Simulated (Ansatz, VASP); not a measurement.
BAs: VASP beside Ansatz

The input INCAR:

```
PREC = Accurate
ENCUT = 500
EDIFF = 1E-6
ISMEAR = -1
SIGMA = 0.15
LREAL = False
LASPH = True
NELM = 200
ALGO = Normal
ISIF = 2
LWAVE = False
LCHARG = True
MAGMOM = 0 0 0 0 0 0
LORBIT = 11
LSORBIT = True
GGA_COMPAT = False
LORBMOM = True
GGA = PE
IVDW = 12
LVHAR = True
NBANDS = 20
```

KPOINTS

```
Automatic mesh
0
Gamma
  8 8 8
```

File POSCAR:

```
BAs
1.0
    0.0000000000      2.3885000000      2.3885000000
    2.3885000000      0.0000000000      2.3885000000
    2.3885000000      2.3885000000      0.0000000000
As B
1 1
Direct
    0.2500000000      0.2500000000      0.2500000000
    0.0000000000      0.0000000000      0.0000000000
```

File input.yaml:

```yaml
crystal:
  lattice: { a: 4.777, b: 4.777, c: 4.777, alpha: 90.0, beta: 90.0, gamma: 90.0 }
  space_group: 216
  setting: { hermann_mauguin: F-43m }
  reduce_to_primitive: true
  atoms:
    - { symbol: As, position: [0.25, 0.25, 0.25] }
    - { symbol: B, position: [0.0, 0.0, 0.0] }
kpoints:
  mp_grid: { grid: [8, 8, 8] }
scf:
  occupations: { method: fermi_dirac, width: 0.15 }
hamiltonian:
  xc: pbe
  dispersion: d3bj
  pseudopotentials: { kind: all_electron, lapw: { basis_error: 0.001 } }
magnetization:
  noncollinear: true
  spin_orbit: true
output:
  forces: true
  stress: true
  eigenvalues: true
  populations: true
```

Alike in both runs: functional PBE; dispersion D3(BJ); k mesh 8 × 8 × 8; occupations fermi-dirac, width 0.15 eV; non-collinear spin, spin-orbit coupling.

|  | VASP | Ansatz |
| --- | --- | --- |
| version | VASP 6.6.1 | Ansatz 0.2.0 |
| potentials or method | VASP PAW PBE potentials, release 64 (As, B), cutoff 500 eV | all-electron LAPW, relativistic spinors |
| task | single point | atomic charges |

Ansatz gave:

```
pressure (GPa)           : -1.2
net moment per atom (μB) : 0.00
```

**Question.** Which values does VASP return?

**Answer.** Pressure (GPa): -0.4; net moment per atom (μB): 0.00.

Ansatz ran all-electron here, and VASP with PAW potentials.
